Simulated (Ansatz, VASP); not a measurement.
**PbSe: VASP beside Ansatz**

File INCAR:

```
ALGO = Normal ; EDIFF = 1E-7
ENCUT = 520 ; GGA = PE
ISIF = 2 ; ISMEAR = 0
IVDW = 12 ; LASPH = T
LCHARG = F ; LREAL = F
LWAVE = F ; NBANDS = 17
NELM = 80 ; PREC = Accurate
SIGMA = 0.03
```

KPOINTS

```
k-points
0
Gamma
  10 10 10
```

File POSCAR:

```
PbSe
1.0
    0.0000000000      3.1558297266      3.1056520340
    3.1558297266      0.0000000000      3.1056520340
    3.1558297266      3.1558297266      0.0000000000
Pb Se
1 1
Direct
    0.0000000000      0.0000000000      0.0000000000
    0.5000000000      0.5000000000      0.5000000000
```

Input for Ansatz:

```yaml
crystal:
  lattice:
    - [0.0, 3.1558297266, 3.105652034]
    - [3.1558297266, 0.0, 3.105652034]
    - [3.1558297266, 3.1558297266, 0.0]
  atoms:
    - { symbol: Pb, position: [0.0, 0.0, 0.0] }
    - { symbol: Se, position: [0.5, 0.5, 0.5] }
basis:
  ecutwfc: 420
kpoints:
  mp_grid: { grid: [10, 10, 10] }
hamiltonian:
  xc: pbe
  dispersion: d3bj
scf:
  occupations: { method: gaussian, width: 0.03 }
output:
  forces: true
  stress: true
  eigenvalues: true
```

Alike in both runs: task single point; functional PBE; dispersion D3(BJ); k mesh 10 × 10 × 10; occupations gaussian, width 0.03 eV; no spin polarisation.

|  | VASP | Ansatz |
| --- | --- | --- |
| version | VASP 6.6.1 | Ansatz 0.2.0 |
| potentials or method | VASP PAW PBE potentials, release 64 (Pb_d, Se), cutoff 520 eV | scalar-relativistic, plane waves, PAW |
| valence electrons in the cell | 20 | 30 |

VASP gave:

* gap on the k mesh at the Fermi level (eV): 0.51
* least direct gap on the mesh (eV): 0.51
* pressure (GPa): -2.8
* traceless stress, the component that is largest in VASP (GPa): 0.99

Task: Estimate Ansatz's values.

Result: gap on the k mesh at the Fermi level (eV): 0.51; least direct gap on the mesh (eV): 0.51; pressure (GPa): -2.7; traceless stress, the component that is largest in VASP (GPa): 0.98.

VASP's potentials hold 20 valence electrons a cell and Ansatz's 30, so a difference there can come from the potentials and not from the codes. Ansatz's warnings: dispersion switch in reach.

Neither program's run includes spin-orbit coupling.
